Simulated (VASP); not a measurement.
# Ag in VASP: relaxation of the atoms with PBE

Aim: the relaxation of the atoms of Ag with PBE.

Program: VASP 6.6.1. These are calculated values, not measurements. Logs are shortened: lines on timing, memory, paths and dates and some standing lists are left out, and cuts for length are marked.

**1. The cell of the first run**

The cell holds a slab with vacuum, 3 atoms: a = 2.932 Å, b = 2.932 Å, c = 20.788 Å, α = 90.00°, β = 90.00°, γ = 120.00°.

**2. Relaxation of the atoms, PBE**

INCAR reads:

```
SYSTEM = Ag
PREC     = Accurate       ! precision mode
ENCUT    = 520            ! plane-wave cutoff, eV
EDIFF    = 1E-7           ! SCF threshold, eV
ISMEAR   = -1             ! smearing method
SIGMA    = 0.05           ! smearing width, eV
LREAL    = .False.        ! projectors in reciprocal space
LASPH    = .True.         ! aspherical terms in the spheres
NELM     = 100            ! most SCF steps
ALGO     = Normal         ! electronic algorithm
ISIF     = 2              ! what is computed and relaxed
LWAVE    = .False.        ! write WAVECAR
LCHARG   = .False.        ! write CHGCAR
LDIPOL   = .True.       
IDIPOL   = 3            
DIPOL    = 0.5 0.5 0.500
GGA      = PE             ! functional
IBRION   = 2              ! ionic algorithm
NSW      = 32             ! ionic steps
EDIFFG   = -0.01          ! ionic threshold
```

KPOINTS reads:

```
Automatic mesh
0
Gamma
  14 14 1
  0 0 0
```

POSCAR reads:

```
Ag
1.0
    2.9322829450      0.0000000000      0.0000000000
   -1.4661414725      2.5394315215      0.0000000000
    0.0000000000      0.0000000000     20.7884000000
Ag
3
Direct
    0.1666666667      0.3333333333      0.3856487930
    0.5000000000      1.0000000000      0.5000000001
    0.8333333333      0.6666666667      0.6143512066
```

Potentials or basis: VASP PAW PBE potentials, release 64 (Ag).

The run is started by

```sh
$ cat potpaw_PBE.64/Ag/POTCAR > POTCAR
$ mpirun -np 1 vasp_std > vasp.out
```

OUTCAR:

```text
SYSTEM = Ag
   PREC = Accurate
   ENCUT = 520
   EDIFF = 1E-7
   ISMEAR = -1
   LREAL = .False.
   LASPH = .True.
   NELM = 100
   ISIF = 2
   GGA = PE
   IBRION = 2
   NSW = 32
   EDIFFG = -0.01

 ion  position               nearest neighbor table
   1  0.167  0.333  0.386-   2 2.92   2 2.92   2 2.92
   2  0.500  0.000  0.500-   3 2.92   3 2.92   3 2.92   1 2.92   1 2.92   1 2.92
   3  0.833  0.667  0.614-   2 2.92   2 2.92   2 2.92

  LATTYP: Found a hexagonal cell.
 ALAT       =     2.9322829450
 C/A-ratio  =     7.0894932003

  Lattice vectors:

 A1 = (   2.9322829450,   0.0000000000,   0.0000000000)
 A2 = (  -1.4661414725,   2.5394315215,   0.0000000000)
 A3 = (   0.0000000000,   0.0000000000,  20.7884000000)

Analysis of symmetry for initial positions (statically):
=====================================================================
 Subroutine PRICEL returns:
 Original cell was already a primitive cell.

 Routine SETGRP: Setting up the symmetry group for a
 hexagonal supercell.

 Subroutine GETGRP returns: Found 12 space group operations
 (whereof  4 operations were pure point group operations)
 out of a pool of 24 trial point group operations.

The static configuration has the point symmetry C_2h.
 The point group associated with its full space group is D_3d.

Analysis of symmetry for dynamics (positions and initial velocities):
=====================================================================
 Subroutine PRICEL returns:
 Original cell was already a primitive cell.

 Routine SETGRP: Setting up the symmetry group for a
 hexagonal supercell.

 Subroutine GETGRP returns: Found 12 space group operations
 (whereof  4 operations were pure point group operations)
 out of a pool of 24 trial point group operations.

The dynamic configuration has the point symmetry C_2h.
 The point group associated with its full space group is D_3d.

 Subroutine INISYM returns: Found 12 space group operations
 (whereof  4 operations are pure point group operations),
 and found     1 'primitive' translations

----------------------------------------------------------------------------------------

                                     Primitive cell

  volume of cell :     154.7973

  direct lattice vectors                    reciprocal lattice vectors
     2.932282945  0.000000000  0.000000000     0.341031210  0.196894461  0.000000000
    -1.466141472  2.539431522  0.000000000     0.000000000  0.393788921  0.000000000
     0.000000000  0.000000000 20.788400000     0.000000000  0.000000000  0.048103750

  length of vectors
     2.932282945  2.932282945 20.788400000     0.393788921  0.393788921  0.048103750

  position of ions in fractional coordinates (direct lattice)
     0.166666667  0.333333333  0.385648793
     0.500000000  0.000000000  0.500000000
     0.833333333  0.666666667  0.614351207

  ion indices of the primitive-cell ions
   primitive index   ion index
                 1           1
                 2           2
                 3           3

----------------------------------------------------------------------------------------

 KPOINTS: Automatic mesh

Automatic generation of k-mesh.
 Grid dimensions read from file:
 generate k-points for:   14   14    1

 Generating k-lattice:

  Cartesian coordinates                     Fractional coordinates (reciprocal lattice)
     0.024359372  0.014063890  0.000000000     0.071428571  0.000000000  0.000000000
     0.000000000  0.028127780  0.000000000     0.000000000  0.071428571  0.000000000
     0.000000000  0.000000000  0.048103750     0.000000000  0.000000000  1.000000000

  Length of vectors
     0.028127780  0.028127780  0.048103750

  Shift w.r.t. Gamma in fractional coordinates (k-lattice)
     0.000000000  0.000000000  0.000000000

 Subroutine IBZKPT returns following result:
 ===========================================

 Found     24 irreducible k-points:

 Following reciprocal coordinates:
            Coordinates               Weight
  0.000000  0.000000  0.000000      1.000000
  0.071429  0.000000  0.000000      6.000000
  0.142857  0.000000  0.000000      6.000000
  0.214286  0.000000  0.000000      6.000000
  0.285714  0.000000  0.000000      6.000000
  0.357143  0.000000  0.000000      6.000000
[... 16 lines left out ...]
  0.285714  0.285714  0.000000      6.000000
  0.357143  0.285714  0.000000      6.000000
   k-points           NKPTS =     24   k-points in BZ     NKDIM =     24   number of bands    NBANDS=     20
   number of dos      NEDOS =    301   number of ions     NIONS =      3
   total plane-waves  NPLWV =  92160
   dimension x,y,z NGX =    24 NGY =   24 NGZ =  160
   dimension x,y,z NGXF=    48 NGYF=   48 NGZF=  320
   ions per type =               3
   NGX,Y,Z   is equivalent  to a cutoff of  13.61, 13.61, 12.80 a.u.
   NGXF,Y,Z  is equivalent  to a cutoff of  27.21, 27.21, 25.59 a.u.
 SYSTEM =  Ag
   PREC   = accura    normal or accurate (medium, high low for compatibility)
   ISTART =      0    job   : 0-new  1-cont  2-samecut
   ICHARG =      2    charge: 1-file 2-atom 10-const
   ISPIN  =      1    spin polarized calculation?
   LNONCOLLINEAR =      F non collinear calculations
   LSORBIT =      F    spin-orbit coupling
   LASPH  =      T    aspherical Exc in radial PAW
   ENCUT  =  520.0 eV  38.22 Ry    6.18 a.u.   5.45  5.45 38.65*2*pi/ulx,y,z
   NELM   =    100;   NELMIN=  2; NELMDL= -5     # of ELM steps
   EDIFF  = 0.1E-06   stopping-criterion for ELM
   LREAL  =      F    real-space projection
   EDIFFG = -.1E-01   stopping-criterion for IOM
   NSW    =     32    number of steps for IOM
   IBRION =      2    ionic relax: 0-MD 1-quasi-New 2-CG
   NFREE  =      1    steps in history (QN), initial steepest desc. (CG)
   ISIF   =      2    stress and relaxation
   ISYM   =      2    0-nonsym 1-usesym 2-fastsym
   POTIM  = 0.5000    time-step for ionic-motion
   TEBEG  =    0.0;   TEEND  =   0.0 temperature during run
   PSTRESS=    0.0 pullay stress
   NELECT =      33.0000    total number of electrons
   NUPDOWN=      -1.0000    fix difference up-down
   EMIN   =  10.00;   EMAX   =-10.00  energy-range for DOS
   EFERMI =   0.00;   METHOD = LEGACY
   ISMEAR =    -1;   SIGMA  =   0.05  broadening in eV -4-tet -1-fermi 0-gaus
   EFERMI_NEDOS =   21; number of points for ismear=-14 and -15
   IALGO  =     38    algorithm
   IMIX   =      4    mixing-type and parameters
     AMIX     =   0.40;   BMIX     =  1.00
     AMIX_MAG =   1.60;   BMIX_MAG =  1.00
  volume/ion in A,a.u.               =      51.60       348.21
  Fermi-wavevector in a.u.,A,eV,Ry     =   0.977969  1.848093 13.012924  0.956423
  Thomas-Fermi vector in A             =   2.108708
   LORBIT       =      0    0 simple, 1 ext, 2 COOP (PROOUT), +10 PAW based schemes
   GGA     = PE    functional components
   LHFCALC =     F    Hartree Fock is set to
   AEXX    =    0.0000 exact exchange contribution
   IVDW    =     0    specifies the selected vdW correction
   LEPSILON=     F    determine dielectric tensor
   LRPA    =     F    only Hartree local field effects (RPA)
 conjugate gradient relaxation of ions
 non-spin polarized calculation
  energy-cutoff  :      520.00
  volume of cell :      154.80
 maximum number of plane-waves:      4241
 NGX is ok and might be reduce to    24
   NGX = 11   NGY = 11   NGZ = 77

 number of electron      33.0000006 magnetization

 dipolmoment           0.000000      0.000000      0.000000 electrons x Angstroem

 Free energy of the ion-electron system (eV)
  ---------------------------------------------------
  ext. energy  EPLUGINS =         0.00000000
  ---------------------------------------------------
  free energy    TOTEN  =        -7.44342671 eV

  energy without entropy =       -7.42927689  energy(sigma->0) =       -7.43635180

 E-fermi :  -0.2867     XC(G=0):  -4.9078

 val. band max:       -0.2903614075   @ k =   0.2143   0.0000   0.0000
 cond. band min:      -0.2715174353   @ k =   0.3571   0.0714   0.0000
 fundamental gap:      0.0188439721
 Fermi energy:        -0.2866629368

 k-point     1 :       0.0000    0.0000    0.0000
  band No.  band energies     occupation
      1      -7.1151      2.00000
      2      -6.1765      2.00000
      3      -6.0299      2.00000
      4      -4.8281      2.00000
      5      -4.8281      2.00000
      6      -4.8175      2.00000
[... 12 lines left out ...]
     19       0.2770      0.00003
     20       3.8153      0.00000

 k-point     2 :       0.0714    0.0000    0.0000
  band No.  band energies     occupation
      1      -6.9819      2.00000
      2      -6.0902      2.00000
      3      -5.9136      2.00000
      4      -4.8767      2.00000
      5      -4.8148      2.00000
      6      -4.7642      2.00000
[... 12 lines left out ...]
     19       0.5361      0.00000
     20       3.9229      0.00000

 k-point     3 :       0.1429    0.0000    0.0000
  band No.  band energies     occupation
      1      -6.6131      2.00000
      2      -5.8755      2.00000
      3      -5.6193      2.00000
      4      -5.0026      2.00000
      5      -4.9122      2.00000
      6      -4.7868      2.00000
[... 12 lines left out ...]
     19       1.2145      0.00000
     20       4.2453      0.00000

 k-point     4 :       0.2143    0.0000    0.0000
  band No.  band energies     occupation
      1      -6.1580      2.00000
      2      -5.7156      2.00000
      3      -5.3679      2.00000
      4      -5.2142      2.00000
      5      -5.0372      2.00000
      6      -4.7276      2.00000
[... 12 lines left out ...]
     19       2.1555      0.00000
     20       4.7827      0.00000

 k-point     5 :       0.2857    0.0000    0.0000
  band No.  band energies     occupation
      1      -5.9568      2.00000
      2      -5.7472      2.00000
      3      -5.5534      2.00000
      4      -5.3442      2.00000
      5      -4.8465      2.00000
      6      -4.7850      2.00000
[... 12 lines left out ...]
     19       3.2563      0.00000
     20       5.5341      0.00000

 k-point     6 :       0.3571    0.0000    0.0000
  band No.  band energies     occupation
      1      -6.0347      2.00000
      2      -5.8464      2.00000
      3      -5.7586      2.00000
      4      -5.5106      2.00000
      5      -4.9155      2.00000
      6      -4.7769      2.00000
[... 12 lines left out ...]
     19       4.4007      0.00000
     20       5.7350      0.00000

 k-point     7 :       0.4286    0.0000    0.0000
  band No.  band energies     occupation
      1      -6.1369      2.00000
      2      -5.9703      2.00000
      3      -5.8577      2.00000
      4      -5.6324      2.00000
      5      -4.9990      2.00000
      6      -4.8617      2.00000
[... 12 lines left out ...]
     19       3.9828      0.00000
     20       4.8821      0.00000
[... 277 lines left out ...]
 k-point    20 :       0.2143    0.2143    0.0000
  band No.  band energies     occupation
      1      -5.6306      2.00000
      2      -5.5768      2.00000
      3      -5.4670      2.00000
      4      -5.1758      2.00000
      5      -4.9243      2.00000
      6      -4.9021      2.00000
[... 12 lines left out ...]
     19       4.7947      0.00000
     20       6.7444      0.00000

 k-point    21 :       0.2857    0.2143    0.0000
  band No.  band energies     occupation
      1      -5.7050      2.00000
      2      -5.5694      2.00000
      3      -5.5282      2.00000
      4      -5.1761      2.00000
      5      -4.9546      2.00000
      6      -4.8693      2.00000
[... 12 lines left out ...]
     19       5.2028      0.00000
     20       5.9290      0.00000

 k-point    22 :       0.3571    0.2143    0.0000
  band No.  band energies     occupation
      1      -5.7498      2.00000
      2      -5.5881      2.00000
      3      -5.5497      2.00000
      4      -5.2438      2.00000
      5      -5.0035      2.00000
      6      -4.7789      2.00000
[... 12 lines left out ...]
     19       4.5923      0.00000
     20       5.0178      0.00000

 k-point    23 :       0.2857    0.2857    0.0000
  band No.  band energies     occupation
      1      -5.6445      2.00000
      2      -5.5127      2.00000
      3      -5.3465      2.00000
      4      -5.2855      2.00000
      5      -4.9361      2.00000
      6      -4.7769      2.00000
[... 12 lines left out ...]
     19       4.7688      0.00000
     20       4.9865      0.00000

 k-point    24 :       0.3571    0.2857    0.0000
  band No.  band energies     occupation
      1      -5.6030      2.00000
      2      -5.4539      2.00000
      3      -5.3965      2.00000
      4      -5.2731      2.00000
      5      -4.9408      2.00000
      6      -4.7002      2.00000
[... 12 lines left out ...]
     19       4.5249      0.00000
     20       4.7650      0.00000

------------------------ aborting loop because EDIFF is reached ----------------------------------------

 vacuum level on the upper side and lower side of the slab       (xc-potential included)        -0.074        -0.074

  FORCE on cell =-STRESS in cart. coord.  units (eV):
  Direction    XX          YY          ZZ          XY          YZ          ZX
  --------------------------------------------------------------------------------------
  -------------------------------------------------------------------------------------
  Total       -0.7924725     -0.7924725     -0.0425037     -0.0000000     -0.0000000     -0.0000000
  in kB       -8.2022184     -8.2022184     -0.4399205     -0.0000000     -0.0000000     -0.0000000
  external PRESSURE =      -5.6147857 kB  Pullay stress =       0.0000000 kB

 VOLUME and BASIS-vectors are now :
 -----------------------------------------------------------------------------
  energy-cutoff  :      520.00
  volume of cell :      154.80
      direct lattice vectors                 reciprocal lattice vectors
     2.932282945  0.000000000  0.000000000     0.341031210  0.196894461  0.000000000
    -1.466141472  2.539431522  0.000000000     0.000000000  0.393788921  0.000000000
     0.000000000  0.000000000 20.788400000     0.000000000  0.000000000  0.048103750

 POSITION                                       TOTAL-FORCE (eV/Angst)
 -----------------------------------------------------------------------------------
      0.00000      0.84648      8.01702         0.000000      0.000000      0.003277
      1.46614      0.00000     10.39420         0.000000     -0.000000      0.000000
      1.46614      1.69295     12.77138        -0.000000     -0.000000     -0.003277
 -----------------------------------------------------------------------------------
    total drift:                                0.000000     -0.000000      0.000006

  FREE ENERGIE OF THE ION-ELECTRON SYSTEM (eV)
  ---------------------------------------------------
  free  energy   TOTEN  =        -7.4434267138 eV

  energy  without entropy=       -7.4292768907  energy(sigma->0) =       -7.43635180

 reached required accuracy - stopping structural energy minimisation

 vacuum level on the upper side and lower side of the slab         4.241         4.241
```

It took 2.4 min on 1 thread of Intel Xeon 8259CL, shared host; peak memory 0.3 GiB.

What came out:

```yaml
Free_energy: -7.4434 eV
Largest_force_after_relaxing: 0.003 eV/Å
Band_gap_on_the_k_mesh: zero (an odd number of electrons rules out a gap without spin polarisation)
```

Forces in eV/Å, atoms in the order of the input:
```
Ag   0.000  0.000  0.003
Ag   0.000  0.000  0.000
Ag   0.000  0.000 -0.003
```

Final structure:
```
CELL_PARAMETERS angstrom
2.93228 0.00000 0.00000
-1.46614 2.53943 0.00000
0.00000 0.00000 20.78840
ATOMIC_POSITIONS crystal
Ag 0.16667 0.33333 0.38565
Ag 0.50000 0.00000 0.50000
Ag 0.83333 0.66667 0.61435
```

Caveat: the relaxation stopped at its first step, so nothing moved.
